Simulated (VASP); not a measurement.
# Hf (P6_3/mmc) in VASP: notebook

The runs below take Hf through single point, with PBEsol.

All numbers are computed with VASP 6.6.1; they aren't measurements. Logs are shortened: lines on timing, memory, paths and dates and some standing lists are left out, and cuts for length are marked.

## Step 1: The cell of the first run

Symmetry: P6_3/mmc, No. 194, hexagonal system. The conventional cell has a = 2.664 Å, b = 2.664 Å, c = 4.501 Å, α = 90.00°, β = 90.00°, γ = 120.00°. Within 3.5 Å of Hf (site symmetry -6m2) lie 12 Hf at 2.66 to 2.73 Å.

## Step 2: Single point, PBEsol (volume scaled by 0.64)

Input file INCAR:

```
SYSTEM = Hf
PREC = Accurate ; ENCUT = 520
EDIFF = 1E-7 ; ISMEAR = -1
SIGMA = 0.08 ; LREAL = .FALSE.
LASPH = .TRUE. ; NELM = 100
ALGO = Normal ; ISIF = 2
LWAVE = .FALSE. ; LCHARG = .FALSE.
GGA = PS ; NBANDS = 17
```

Input file KPOINTS:

```
Automatic mesh
0
G
  14 14 8
  0 0 0
```

Input file POSCAR:

```
Hf
1.0
    2.6639061648      0.0000000000      0.0000000000
   -1.3319530824      2.3070104120      0.0000000000
    0.0000000000      0.0000000000      4.5006673106
Hf
2
Direct
    0.3333333333      0.6666666667      0.2500000000
    0.6666666667      0.3333333333      0.7500000000
```

Potentials or basis: VASP PAW PBE potentials, release 64 (Hf_pv).

On the command line:

```
cat potpaw_PBE.64/Hf_pv/POTCAR > POTCAR
mpirun -np 1 vasp_std > vasp.out
```

OUTCAR:

```text
SYSTEM = Hf
   PREC = Accurate
   ENCUT = 520
   EDIFF = 1E-7
   ISMEAR = -1
   LREAL = .FALSE.
   LASPH = .TRUE.
   NELM = 100
   ISIF = 2
   GGA = PS

 ion  position               nearest neighbor table
   1  0.333  0.667  0.250-   2 2.73   2 2.73   2 2.73   2 2.73   2 2.73   2 2.73   2 3.81   2 3.81
                             2 3.81   2 3.81   2 3.81   2 3.81
   2  0.667  0.333  0.750-   1 2.73   1 2.73   1 2.73   1 2.73   1 2.73   1 2.73   1 3.81   1 3.81
                             1 3.81   1 3.81   1 3.81   1 3.81

  LATTYP: Found a hexagonal cell.
 ALAT       =     2.6639061648
 C/A-ratio  =     1.6894991911

  Lattice vectors:

 A1 = (   2.6639061648,   0.0000000000,   0.0000000000)
 A2 = (  -1.3319530824,   2.3070104120,   0.0000000000)
 A3 = (   0.0000000000,   0.0000000000,   4.5006673106)

Analysis of symmetry for initial positions (statically):
=====================================================================
 Subroutine PRICEL returns:
 Original cell was already a primitive cell.

 Routine SETGRP: Setting up the symmetry group for a
 hexagonal supercell.

 Subroutine GETGRP returns: Found 24 space group operations
 (whereof 12 operations were pure point group operations)
 out of a pool of 24 trial point group operations.

The static configuration has the point symmetry D_3d.
 The point group associated with its full space group is D_6h.

Analysis of symmetry for dynamics (positions and initial velocities):
=====================================================================
 Subroutine PRICEL returns:
 Original cell was already a primitive cell.

 Routine SETGRP: Setting up the symmetry group for a
 hexagonal supercell.

 Subroutine GETGRP returns: Found 24 space group operations
 (whereof 12 operations were pure point group operations)
 out of a pool of 24 trial point group operations.

The dynamic configuration has the point symmetry D_3d.
 The point group associated with its full space group is D_6h.

 Subroutine INISYM returns: Found 24 space group operations
 (whereof 12 operations are pure point group operations),
 and found     1 'primitive' translations

----------------------------------------------------------------------------------------

                                     Primitive cell

  volume of cell :      27.6596

  direct lattice vectors                    reciprocal lattice vectors
     2.663906165  0.000000000  0.000000000     0.375388598  0.216730708  0.000000000
    -1.331953082  2.307010412  0.000000000     0.000000000  0.433461416  0.000000000
     0.000000000  0.000000000  4.500667311     0.000000000  0.000000000  0.222189273

[... 84 lines left out ...]
   LREAL  =      F    real-space projection
   EDIFFG = 0.1E-05   stopping-criterion for IOM
   NSW    =      0    number of steps for IOM
   IBRION =     -1    ionic relax: 0-MD 1-quasi-New 2-CG
   NFREE  =      0    steps in history (QN), initial steepest desc. (CG)
   ISIF   =      2    stress and relaxation
   ISYM   =      2    0-nonsym 1-usesym 2-fastsym
   POTIM  = 0.5000    time-step for ionic-motion
   TEBEG  =    0.0;   TEEND  =   0.0 temperature during run
   PSTRESS=    0.0 pullay stress
   NELECT =      20.0000    total number of electrons
   NUPDOWN=      -1.0000    fix difference up-down
   EMIN   =  10.00;   EMAX   =-10.00  energy-range for DOS
   EFERMI =   0.00;   METHOD = LEGACY
   ISMEAR =    -1;   SIGMA  =   0.08  broadening in eV -4-tet -1-fermi 0-gaus
   EFERMI_NEDOS =   21; number of points for ismear=-14 and -15
   IALGO  =     38    algorithm
   IMIX   =      4    mixing-type and parameters
     AMIX     =   0.40;   BMIX     =  1.00
     AMIX_MAG =   1.60;   BMIX_MAG =  1.00
  volume/ion in A,a.u.               =      13.83        93.33
  Fermi-wavevector in a.u.,A,eV,Ry     =   1.469388  2.776740 29.376337  2.159100
  Thomas-Fermi vector in A             =   2.584771
   LORBIT       =      0    0 simple, 1 ext, 2 COOP (PROOUT), +10 PAW based schemes
   GGA     = PS    functional components
   LHFCALC =     F    Hartree Fock is set to
   AEXX    =    0.0000 exact exchange contribution
   IVDW    =     0    specifies the selected vdW correction
   LEPSILON=     F    determine dielectric tensor
   LRPA    =     F    only Hartree local field effects (RPA)
 non-spin polarized calculation
  energy-cutoff  :      520.00
  volume of cell :       27.66
 maximum number of plane-waves:       764
 NGX is ok and might be reduce to    20
   NGX =  9   NGY =  9   NGZ = 17

 number of electron      19.9999997 magnetization

 Free energy of the ion-electron system (eV)
  ---------------------------------------------------
  ext. energy  EPLUGINS =         0.00000000
  ---------------------------------------------------
  free energy    TOTEN  =       -17.37816460 eV

  energy without entropy =      -17.34972127  energy(sigma->0) =      -17.36394294

 E-fermi :   8.5561     XC(G=0): -13.7985

 val. band max:        8.5449642613   @ k =   0.0714   0.0714   0.2500
 cond. band min:       8.5792530992   @ k =   0.2143   0.2143   0.0000
 fundamental gap:      0.0342888380
 Fermi energy:         8.5561003201

 k-point     1 :       0.0000    0.0000    0.0000
  band No.  band energies     occupation
      1     -23.1362      2.00000
      2     -20.0046      2.00000
      3     -20.0046      2.00000
      4     -19.8336      2.00000
      5     -19.6413      2.00000
      6     -19.6413      2.00000
[... 457 lines left out ...]
      4     -21.3188      2.00000
      5     -21.1525      2.00000
      6     -20.8857      2.00000
[... 9 lines left out ...]
     16      16.6180      0.00000
     17      19.5949      0.00000

 [... further k-points ...]

------------------------ aborting loop because EDIFF is reached ----------------------------------------

  FORCE on cell =-STRESS in cart. coord.  units (eV):
  Direction    XX          YY          ZZ          XY          YZ          ZX
  --------------------------------------------------------------------------------------
  -------------------------------------------------------------------------------------
  Total       18.0003988     18.0003988     17.9298751      0.0000000      0.0000000      0.0000000
  in kB     1042.6710616   1042.6710616   1038.5859832      0.0000000      0.0000000      0.0000000
  external PRESSURE =    1041.3093688 kB  Pullay stress =       0.0000000 kB

 VOLUME and BASIS-vectors are now :
 -----------------------------------------------------------------------------
  energy-cutoff  :      520.00
  volume of cell :       27.66
      direct lattice vectors                 reciprocal lattice vectors
     2.663906165  0.000000000  0.000000000     0.375388598  0.216730708  0.000000000
    -1.331953082  2.307010412  0.000000000     0.000000000  0.433461416  0.000000000
     0.000000000  0.000000000  4.500667311     0.000000000  0.000000000  0.222189273

 POSITION                                       TOTAL-FORCE (eV/Angst)
 -----------------------------------------------------------------------------------
     -0.00000      1.53801      1.12517         0.000000     -0.000000      0.000000
      1.33195      0.76900      3.37550        -0.000000      0.000000      0.000000
 -----------------------------------------------------------------------------------
    total drift:                               -0.000000      0.000000     -0.000000

  FREE ENERGIE OF THE ION-ELECTRON SYSTEM (eV)
  ---------------------------------------------------
  free  energy   TOTEN  =       -17.3781646029 eV

  energy  without entropy=      -17.3497212710  energy(sigma->0) =      -17.36394294
```

OSZICAR:

```text
N       E                     dE             d eps       ncg     rms          rms(c)
DAV:   1     0.585268961449E+02    0.58527E+02   -0.11724E+04  4104   0.120E+03
DAV:   2    -0.162768351712E+02   -0.74804E+02   -0.72685E+02  5317   0.267E+02
DAV:   3    -0.178164634007E+02   -0.15396E+01   -0.15310E+01  4826   0.267E+01
DAV:   4    -0.178230924425E+02   -0.66290E-02   -0.64910E-02  5094   0.194E+00
DAV:   5    -0.178231232550E+02   -0.30813E-04   -0.30803E-04  4904   0.111E-01    0.885E+01
DAV:   6    -0.175148171402E+02    0.30831E+00   -0.15614E-01  4613   0.290E+00    0.528E+01
DAV:   7    -0.173806979581E+02    0.13412E+00   -0.27595E-01  4777   0.372E+00    0.204E+00
DAV:   8    -0.173781170921E+02    0.25809E-02   -0.16005E-02  4752   0.927E-01    0.232E-01
DAV:   9    -0.173781648736E+02   -0.47782E-04   -0.34403E-04  5361   0.135E-01    0.109E-01
DAV:  10    -0.173781640085E+02    0.86512E-06   -0.14382E-05  4756   0.297E-02    0.114E-01
DAV:  11    -0.173781645401E+02   -0.53162E-06   -0.19075E-06  4863   0.101E-02    0.301E-03
DAV:  12    -0.173781646029E+02   -0.62731E-07   -0.10736E-07  2757   0.248E-03
   1 F= -.17378165E+02 E0= -.17363943E+02  d E =-.284433E-01
```

Run time: 24 s. Hardware: 1 thread of AMD EPYC 9R45 (Zen 5), shared host; peak memory 0.14 GiB.

Results:

* Free energy: -17.3782 eV
* Pressure: 104.1 GPa
* Band gap on the k mesh: zero (band 10 reaches 10.00 eV, above the bottom of band 11 at 8.26 eV)

Stress tensor (GPa, compression positive):
```
104.27   0.00   0.00
  0.00 104.27   0.00
  0.00   0.00 103.86
```

Caveat: the cell differs from its parent crystal (volume scaled by 0.64); the PAW data sets were made with another functional, which shifts forces and pressure a little; spin-orbit coupling is left out, which moves the levels of the heavy elements.

## Step 3: Single point, PBEsol

This run uses another cell than the first one, of 15.56 Å³/atom, 1.125 times its volume.

Input file INCAR:

```
SYSTEM = Hf
PREC = Accurate
ENCUT = 520
EDIFF = 1E-6
ISMEAR = -1
SIGMA = 0.08
LREAL = .FALSE.
LASPH = .TRUE.
NELM = 100
ALGO = Normal
ISIF = 2
LWAVE = .FALSE.
LCHARG = .FALSE.
GGA = PS
NBANDS = 17
```

Input file KPOINTS:

```
regular mesh
0
G
  14 14 8
  0 0 0
```

Input file POSCAR:

```
Hf
1.0
    2.7932622009      0.0000000000      0.0000000000
   -1.3966311005      2.4190360254      0.0000000000
    0.0000000000      0.0000000000      4.6051509512
Hf
2
Direct
    0.3333333333      0.6666666667      0.2500000000
    0.6666666667      0.3333333333      0.7500000000
```

Potentials or basis: VASP PAW PBE potentials, release 64 (Hf_pv).

On the command line:

```
cat potpaw_PBE.64/Hf_pv/POTCAR > POTCAR
mpirun -np 1 vasp_std > vasp.out
```

Wall time 31 s (1 thread of AMD EPYC 9R45 (Zen 5), shared host); peak memory 0.16 GiB.

It converged, with:

- Free energy: -19.1495 eV
- Pressure: 63.0 GPa
- Band gap on the k mesh: zero (band 10 reaches 9.04 eV, above the bottom of band 11 at 7.25 eV)

Stress tensor (GPa, compression positive):
```
63.07  0.00  0.00
 0.00 63.07  0.00
 0.00  0.00 62.72
```

Levels at points of the mesh, in eV from the Fermi level:
| k point | band 8 | band 9 | band 10 | band 11 | band 12 | band 13 |
| --- | --- | --- | --- | --- | --- | --- |
| (0.00, 0.00, 0.00) | -5.01 | 0.99 | 1.24 | 1.24 | 2.34 | 2.39 |
| (0.50, 0.00, 0.00) | -4.00 | -3.72 | 0.64 | 0.92 | 1.13 | 2.26 |
| (0.00, 0.00, 0.50) | -5.80 | -0.12 | -0.12 | 1.20 | 1.20 | 1.20 |
| (0.50, 0.00, 0.50) | -4.82 | -2.11 | -2.11 | 3.23 | 3.23 | 3.74 |

Caveat: the PAW data sets were made with another functional, which shifts forces and pressure a little; spin-orbit coupling is left out, which moves the levels of the heavy elements.

[end of part 1 of 2]
